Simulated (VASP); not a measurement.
Write the native input for VASP 6.6.1 that does the following.

| Item | Value |
| --- | --- |
| Task | density of states |
| Functional | PBEsol |
| Potentials or basis | VASP PAW PBE potentials, release 64 (In_d) |
| Cutoff | 520 eV |
| k mesh | 14 × 14 × 14 |
| Occupations | fermi-dirac, width 0.05 eV |
| Spin | no spin polarisation |
| Dipole correction | no |
| k mesh for the DOS | 21 × 21 × 21 |
| Occupations for the DOS | tetrahedron |
| Further INCAR settings | ALGO = Normal; EDIFF = 1e-06 |

The system is In.

```xyz
1
Lattice="2.2194 0.0000 0.0000 0.0000 2.2194 0.0000 0.0000 0.0000 2.2194" Properties=species:S:1:pos:R:3 pbc="T T T"
In    0.0000    0.0000    0.0000
```

This cell differs from its parent crystal: volume scaled by 0.4.

These files were run (other wordings do the same):

POSCAR

```
In
1.0
    2.2194226976      0.0000000000      0.0000000000
    0.0000000000      2.2194226976      0.0000000000
    0.0000000000      0.0000000000      2.2194226976
In
1
Direct
    0.0000000000      0.0000000000      0.0000000000
```

INCAR.step1

```
ALGO     = Normal         # electronic algorithm
EDIFF    = 1E-6           # SCF threshold, eV
ENCUT    = 520            # plane-wave cutoff, eV
GGA      = PS             # functional
ISIF     = 2              # what is computed and relaxed
ISMEAR   = -1             # smearing method
LASPH    = True           # aspherical terms in the spheres
LCHARG   = True           # write CHGCAR
LREAL    = False          # projectors in reciprocal space
LWAVE    = False          # write WAVECAR
NBANDS   = 12             # bands
NELM     = 80             # most SCF steps
PREC     = Accurate       # precision mode
SIGMA    = 0.05           # smearing width, eV
```

KPOINTS.step1

```
k-points
0
Gamma
  14 14 14
```

INCAR.step2

```
ALGO     = Normal         # electronic algorithm
EDIFF    = 1E-6           # SCF threshold, eV
ENCUT    = 520            # plane-wave cutoff, eV
GGA      = PS             # functional
ICHARG   = 11             # starting density
ISIF     = 2              # what is computed and relaxed
ISMEAR   = -5             # smearing method
LASPH    = True           # aspherical terms in the spheres
LCHARG   = False          # write CHGCAR
LORBIT   = 11             # projections on sites
LREAL    = False          # projectors in reciprocal space
LWAVE    = False          # write WAVECAR
NEDOS    = 1001           # points of the DOS
NELM     = 80             # most SCF steps
PREC     = Accurate       # precision mode
SIGMA    = 0.05           # smearing width, eV
```

KPOINTS.step2

```
k-points
0
Gamma
  21 21 21
```

Potentials or basis: VASP PAW PBE potentials, release 64 (In_d).

Launch:

```bash
$ cat potpaw_PBE.64/In_d/POTCAR > POTCAR
$ cp INCAR.step1 INCAR
$ cp KPOINTS.step1 KPOINTS
$ mpirun -np 1 vasp_std > vasp.out
$ cp INCAR.step2 INCAR
$ cp KPOINTS.step2 KPOINTS
$ mpirun -np 1 vasp_std > vasp.out
```

Wall time 29 s on 1 thread of Intel(R) Xeon(R) Platinum 8259CL CPU @ 2.50GHz (Skylake/Cascade Lake) (shared host), peak memory 0.15 GiB.
